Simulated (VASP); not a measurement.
# SiO2 in VASP: further runs, part 2 of 2

VASP 6.6.1. The steps go on from the part before.

### 4 Single point, PBE (biaxial xy strain +2.8%)

The input, INCAR:

```
PREC     = Accurate       # precision mode
ENCUT    = 520            # plane-wave cutoff, eV
EDIFF    = 1E-6           # SCF threshold, eV
ISMEAR   = -1             # smearing method
SIGMA    = 0.02           # smearing width, eV
LREAL    = False          # projectors in reciprocal space
LASPH    = True           # aspherical terms in the spheres
NELM     = 100            # most SCF steps
ALGO     = Normal         # electronic algorithm
ISIF     = 2              # what is computed and relaxed
LWAVE    = False          # write WAVECAR
LCHARG   = False          # write CHGCAR
GGA      = PE             # functional
NBANDS   = 15             # bands
```

The input, KPOINTS:

```
regular mesh
0
Gamma
  10 10 10
```

The input, POSCAR:

```
SiO2
1.0
    0.0000000000      2.3277923538      2.2641691993
    2.3277923538      0.0000000000      2.2641691993
    2.3277923538      2.3277923538      0.0000000000
Si O
1 2
Direct
    0.0000000000      0.0000000000      0.0000000000
    0.2500000000      0.2500000000      0.2500000000
    0.7500000000      0.7500000000      0.7500000000
```

Potentials or basis: VASP PAW PBE potentials, release 64 (Si, O).

Command:

```console
$ cat potpaw_PBE.64/Si/POTCAR potpaw_PBE.64/O/POTCAR > POTCAR
$ mpirun -np 1 vasp_std > vasp.out
```

OUTCAR:

```text
PREC = Accurate
   ENCUT = 520
   EDIFF = 1E-6
   ISMEAR = -1
   LREAL = False
   LASPH = True
   NELM = 100
   ISIF = 2
   GGA = PE

 ion  position               nearest neighbor table
   1  0.000  0.000  0.000-   2 2.00   3 2.00   3 2.00   3 2.00   3 2.00   2 2.00   2 2.00   2 2.00

   2  0.250  0.250  0.250-   1 2.00   1 2.00   1 2.00   1 2.00
   3  0.750  0.750  0.750-   1 2.00   1 2.00   1 2.00   1 2.00

  LATTYP: Found a body centered tetragonal cell.
 ALAT       =     3.2919955171
 C/A-ratio  =     1.3755603175

  Lattice vectors:

 A1 = (   0.0000000000,  -2.3277923538,  -2.2641691993)
 A2 = (   0.0000000000,   2.3277923538,  -2.2641691993)
 A3 = (   2.3277923538,   0.0000000000,   2.2641691993)

Analysis of symmetry for initial positions (statically):
=====================================================================
 Subroutine PRICEL returns:
 Original cell was already a primitive cell.

 Routine SETGRP: Setting up the symmetry group for a
 body centered tetragonal supercell.

 Subroutine GETGRP returns: Found 16 space group operations
 (whereof 16 operations were pure point group operations)
 out of a pool of 16 trial point group operations.

The static configuration has the point symmetry D_4h.

Analysis of symmetry for dynamics (positions and initial velocities):
=====================================================================
 Subroutine PRICEL returns:
 Original cell was already a primitive cell.

 Routine SETGRP: Setting up the symmetry group for a
 body centered tetragonal supercell.

 Subroutine GETGRP returns: Found 16 space group operations
 (whereof 16 operations were pure point group operations)
 out of a pool of 16 trial point group operations.

The dynamic configuration has the point symmetry D_4h.

 Subroutine INISYM returns: Found 16 space group operations
 (whereof 16 operations are pure point group operations),
 and found     1 'primitive' translations

----------------------------------------------------------------------------------------

[... 126 lines left out ...]
  energy-cutoff  :      520.00
  volume of cell :       24.54
 maximum number of plane-waves:       676
   NGX = 13   NGY = 13   NGZ = 13

 number of electron      16.0000000 magnetization

 Free energy of the ion-electron system (eV)
  ---------------------------------------------------
  ext. energy  EPLUGINS =         0.00000000
  ---------------------------------------------------
  free energy    TOTEN  =       -19.88513312 eV

  energy without entropy =      -19.88513312  energy(sigma->0) =      -19.88513312

 E-fermi :   9.3955     XC(G=0): -12.1356

 val. band max:        9.0492079673   @ k =   0.5000   0.5000   0.0000
 cond. band min:      10.2469640330   @ k =   0.0000   0.0000   0.0000
 fundamental gap:      1.1977560656
 Fermi energy:         9.3955140911

 k-point     1 :       0.0000    0.0000    0.0000
  band No.  band energies     occupation
      1     -13.5131      2.00000
      2      -7.2138      2.00000
      3       3.2606      2.00000
      4       3.4209      2.00000
      5       3.4209      2.00000
      6       6.4393      2.00000
      7       6.4393      2.00000
      8       7.0759      2.00000
      9      10.2470      0.00000
     10      14.4769      0.00000
     11      14.6847      0.00000
     12      14.6847      0.00000
     13      20.8257      0.00000
     14      21.5406      0.00000
[... 401 lines left out ...]
      2      -8.9041      2.00000
      3      -0.3441      2.00000
      4       1.4183      2.00000
      5       1.4548      2.00000
      6       7.2049      2.00000
      7       7.3624      2.00000
      8       7.6720      2.00000
      9      11.2458      0.00000
     10      15.3460      0.00000
     11      19.5671      0.00000
     12      19.6288      0.00000
     13      20.9517      0.00000
     14      24.0101      0.00000
     15      28.2684      0.00000

 [... further k-points ...]

------------------------ aborting loop because EDIFF is reached ----------------------------------------

  FORCE on cell =-STRESS in cart. coord.  units (eV):
  Direction    XX          YY          ZZ          XY          YZ          ZX
  --------------------------------------------------------------------------------------
  -------------------------------------------------------------------------------------
  Total       -2.0946746     -2.0946746      2.0248281      0.0000000     -0.0000000      0.0000000
  in kB     -136.7728187   -136.7728187    132.2121577      0.0000000     -0.0000000      0.0000000
  external PRESSURE =     -47.1111599 kB  Pullay stress =       0.0000000 kB

 VOLUME and BASIS-vectors are now :
 -----------------------------------------------------------------------------
  energy-cutoff  :      520.00
  volume of cell :       24.54
      direct lattice vectors                 reciprocal lattice vectors
     0.000000000  2.327792354  2.264169199    -0.214795791  0.214795791  0.220831553
     2.327792354  0.000000000  2.264169199     0.214795791 -0.214795791  0.220831553
     2.327792354  2.327792354  0.000000000     0.214795791  0.214795791 -0.220831553

 POSITION                                       TOTAL-FORCE (eV/Angst)
 -----------------------------------------------------------------------------------
      0.00000      0.00000      0.00000         0.000000      0.000000      0.000000
      1.16390      1.16390      1.13208        -0.000000     -0.000000      0.000000
      3.49169      3.49169      3.39625         0.000000      0.000000      0.000000
 -----------------------------------------------------------------------------------
    total drift:                                0.000000      0.000000      0.000000

  FREE ENERGIE OF THE ION-ELECTRON SYSTEM (eV)
  ---------------------------------------------------
  free  energy   TOTEN  =       -19.8851331161 eV

  energy  without entropy=      -19.8851331160  energy(sigma->0) =      -19.88513312
```

OSZICAR:

```text
N       E                     dE             d eps       ncg     rms          rms(c)
DAV:   1     0.496910063332E+02    0.49691E+02   -0.86267E+03  3212   0.100E+03
DAV:   2    -0.205001189594E+02   -0.70191E+02   -0.62884E+02  4075   0.217E+02
DAV:   3    -0.225486891428E+02   -0.20486E+01   -0.20438E+01  3557   0.352E+01
DAV:   4    -0.225559834717E+02   -0.72943E-02   -0.72938E-02  3935   0.250E+00
DAV:   5    -0.225560239228E+02   -0.40451E-04   -0.40451E-04  3641   0.178E-01    0.106E+01
DAV:   6    -0.198812657847E+02    0.26748E+01   -0.53078E+00  3165   0.213E+01    0.379E+00
DAV:   7    -0.198864250094E+02   -0.51592E-02   -0.25458E-01  3809   0.412E+00    0.170E+00
DAV:   8    -0.198832297732E+02    0.31952E-02   -0.17588E-02  3263   0.138E+00    0.486E-01
DAV:   9    -0.198848555242E+02   -0.16258E-02   -0.25366E-03  3529   0.488E-01    0.174E-01
DAV:  10    -0.198851375229E+02   -0.28200E-03   -0.62021E-04  3256   0.187E-01    0.282E-02
DAV:  11    -0.198851277839E+02    0.97390E-05   -0.30699E-05  4068   0.485E-02    0.850E-03
DAV:  12    -0.198851329803E+02   -0.51965E-05   -0.62981E-06  3228   0.187E-02    0.238E-03
DAV:  13    -0.198851331161E+02   -0.13575E-06   -0.66594E-08  3112   0.213E-03
   1 F= -.19885133E+02 E0= -.19885133E+02  d E =-.247443E-10
```

It took 13 s on 1 thread of Intel Xeon Platinum 8488C (Sapphire Rapids), shared host; peak memory 0.15 GiB.

Results:

```
Free energy            : -19.8851 eV
Pressure               : -4.7 GPa
Band gap on the k mesh : 1.20 eV (least direct gap 1.41 eV)
```

Levels at points of the mesh, in eV from the valence-band top:
```
           k point  band 5  band 6  band 7  band 8  band 9  band 10  band 11  band 12
(0.00, 0.00, 0.00)   -5.63   -2.61   -2.61   -1.97    1.20     5.43     5.64     5.64
(0.50, 0.00, 0.00)   -5.24   -4.98   -4.50   -4.35    5.22     9.00     9.46     9.47
(0.50, 0.50, 0.00)   -8.07   -1.26   -1.26    0.00    1.41     7.14    10.69    11.95
(0.50, 0.00, 0.50)   -7.84   -1.39   -0.84   -0.37    1.89     7.48    10.51    11.74
```

Caveat: the cell differs from its parent crystal (biaxial xy strain +2.8%); the stress differs along the axes, from -14 to 13 GPa; the structure was generated, so it needn't be the stable form of SiO2. A k mesh can miss the band edges.

### 5 Single point, r2SCAN (biaxial xy strain +2.8%)

POSCAR is that of step 4.

The input, INCAR.step1:

```
SYSTEM = SiO2
PREC     = Accurate       ! precision mode
ENCUT    = 520            ! plane-wave cutoff, eV
ISMEAR   = 0              ! smearing method
SIGMA    = 0.01           ! smearing width, eV
LREAL    = .FALSE.        ! projectors in reciprocal space
LASPH    = .TRUE.         ! aspherical terms in the spheres
NELM     = 80             ! most SCF steps
NBANDS   = 15             ! bands
GGA      = PE             ! functional
ALGO     = Normal         ! electronic algorithm
EDIFF    = 1E-4           ! SCF threshold, eV
LWAVE    = .TRUE.         ! write WAVECAR
LCHARG   = .FALSE.        ! write CHGCAR
```

The input, INCAR.step2:

```
SYSTEM = SiO2
PREC     = Accurate       ! precision mode
ENCUT    = 520            ! plane-wave cutoff, eV
EDIFF    = 1E-7           ! SCF threshold, eV
ISMEAR   = 0              ! smearing method
SIGMA    = 0.01           ! smearing width, eV
LREAL    = .FALSE.        ! projectors in reciprocal space
LASPH    = .TRUE.         ! aspherical terms in the spheres
NELM     = 80             ! most SCF steps
ALGO     = Normal         ! electronic algorithm
ISIF     = 2              ! what is computed and relaxed
LWAVE    = .FALSE.        ! write WAVECAR
LCHARG   = .FALSE.        ! write CHGCAR
METAGGA  = R2SCAN         ! meta-GGA
LMIXTAU  = .TRUE.       
NBANDS   = 15             ! bands
ISTART   = 1
```

The input, KPOINTS:

```
Automatic mesh
0
G
  10 10 10
  0 0 0
```

Command:

```console
$ cat potpaw_PBE.64/Si/POTCAR potpaw_PBE.64/O/POTCAR > POTCAR
$ cp INCAR.step1 INCAR
$ mpirun -np 1 vasp_std > vasp.out
$ cp INCAR.step2 INCAR
$ mpirun -np 1 vasp_std > vasp.out
```

It took 47 s on 1 thread of Intel Xeon Platinum 8488C (Sapphire Rapids), shared host; peak memory 0.16 GiB.

Results (log left out):

* Free energy: -25.6819 eV
* Pressure: -14.3 GPa
* Band gap on the k mesh: 1.84 eV (least direct gap 1.99 eV)

Stress tensor (GPa, compression positive):
```
-23.69   0.00   0.00
  0.00 -23.69   0.00
  0.00   0.00   4.47
```

Levels at points of the mesh, in eV from the valence-band top:
| k point | band 6 | band 7 | band 8 | band 9 | band 10 | band 11 |
| --- | --- | --- | --- | --- | --- | --- |
| (0.00, 0.00, 0.00) | -2.71 | -2.71 | -2.05 | 1.84 | 6.13 | 6.36 |
| (0.50, 0.00, 0.00) | -5.12 | -4.64 | -4.49 | 5.96 | 9.77 | 10.33 |
| (0.50, 0.50, 0.00) | -1.32 | -1.32 | 0.00 | 1.99 | 7.98 | 11.47 |
| (0.50, 0.00, 0.50) | -1.46 | -0.89 | -0.37 | 2.49 | 8.33 | 11.30 |

Caveat: the cell differs from its parent crystal (biaxial xy strain +2.8%); the stress differs along the axes, from -24 to 4 GPa; the structure was generated, so it needn't be the stable form of SiO2; the PAW data sets were made with another functional, which shifts forces and pressure a little.

### 6 Single point, HSE06 (strain -2.1%)

The input, POSCAR:

```
SiO2
1.0
    0.0000000000      2.2163952292      2.2163952292
    2.2163952292      0.0000000000      2.2163952292
    2.2163952292      2.2163952292      0.0000000000
Si O
1 2
Direct
    0.0000000000      0.0000000000      0.0000000000
    0.2500000000      0.2500000000      0.2500000000
    0.7500000000      0.7500000000      0.7500000000
```

The input, INCAR.step1:

```
SYSTEM = SiO2
  PREC = Accurate
  ENCUT = 520
  EDIFF = 1E-5
  ISMEAR = 0
  SIGMA = 0.01
  LREAL = .FALSE.
  LASPH = .TRUE.
  NELM = 60
  ALGO = Normal
  ISIF = 2
  LWAVE = .TRUE.
  LCHARG = .FALSE.
  NBANDS = 15
  GGA = PE
```

The input, INCAR.step2:

```
SYSTEM = SiO2
  PREC = Accurate
  ENCUT = 520
  EDIFF = 1E-6
  ISMEAR = 0
  SIGMA = 0.01
  LREAL = .FALSE.
  LASPH = .TRUE.
  NELM = 60
  ALGO = Normal
  ISIF = 2
  LWAVE = .FALSE.
  LCHARG = .FALSE.
  GGA = PE
  LHFCALC = .TRUE.
  HFSCREEN = 0.2079
  PRECFOCK = Normal
  NBANDS = 15
  ISTART = 1
```

The input, KPOINTS:

```
regular mesh
0
G
  6 6 6
  0 0 0
```

Potentials or basis: VASP PAW PBE potentials, release 64 (Si, O).

Command:

```console
$ cat potpaw_PBE.64/Si/POTCAR potpaw_PBE.64/O/POTCAR > POTCAR
$ cp INCAR.step1 INCAR
$ mpirun -np 1 vasp_std > vasp.out
$ cp INCAR.step2 INCAR
$ mpirun -np 1 vasp_std > vasp.out
```

Run time: 14 min. Hardware: 1 thread of Intel Xeon Platinum 8488C (Sapphire Rapids), shared host; peak memory 0.24 GiB.

The run converged. Its results:

```yaml
Free_energy: -24.9549 eV
Pressure: 18.5 GPa
Band_gap_on_the_k_mesh: 3.66 eV
```

Levels at points of the mesh, in eV from the valence-band top:
```
           k point  band 6  band 7  band 8  band 9  band 10  band 11
(0.00, 0.00, 0.00)   -2.62   -2.62   -2.62    4.77     7.81     7.81
(0.50, 0.00, 0.00)   -5.74   -5.28   -5.28    8.70    12.17    12.78
(0.50, 0.50, 0.00)   -1.18   -1.18    0.00    3.66    10.92    13.93
```

Caveat: the cell differs from its parent crystal (strain -2.1%); the cell stands under pressure; the structure was generated, so it needn't be the stable form of SiO2; the PAW data sets were made with another functional, which shifts forces and pressure a little. A k mesh can miss the band edges.

### 7 The runs side by side

```tsv
level	cell	k mesh	smearing	grid for exact exchange (PRECFOCK)	share of exact exchange	screening parameter	gap on the mesh (eV)	pressure (GPa)
PBE	a = 3.134 Å, angles 60.0°, 3 atoms	10 × 10 × 10	fermi-dirac 0.02 eV	-	-	-	2.11	33.0
r2SCAN	a = 3.134 Å, angles 60.0°, 3 atoms	10 × 10 × 10	gaussian 0.01 eV	-	-	-	2.76	23.1
PBE	a = 3.247, b = 3.247, c = 3.292 Å, angles 59.5, 59.5, 60.9°, 3 atoms	10 × 10 × 10	fermi-dirac 0.02 eV	-	-	-	1.20	-4.7
r2SCAN	a = 3.247, b = 3.247, c = 3.292 Å, angles 59.5, 59.5, 60.9°, 3 atoms	10 × 10 × 10	gaussian 0.01 eV	-	-	-	1.84	-14.3
HSE06	a = 3.134 Å, angles 60.0°, 3 atoms	6 × 6 × 6	gaussian 0.01 eV	Normal	0.25	0.2079 1/Å	3.66	18.5
```

Alike in all rows: task single point; potentials or basis VASP PAW PBE potentials, release 64 (Si, O); no spin polarisation; cutoff (eV) 520.

Caveats: the structure was generated, so it needn't be the stable form of SiO2; the cell stands under pressure (at least some runs); the PAW data sets were made with another functional, which shifts forces and pressure a little (at least some runs); the stress differs along the axes, from -14 to 13 GPa (at least some runs); the stress differs along the axes, from -24 to 4 GPa (at least some runs).

Total energies depend on the potentials used, so only differences within one code and one set of settings carry meaning.
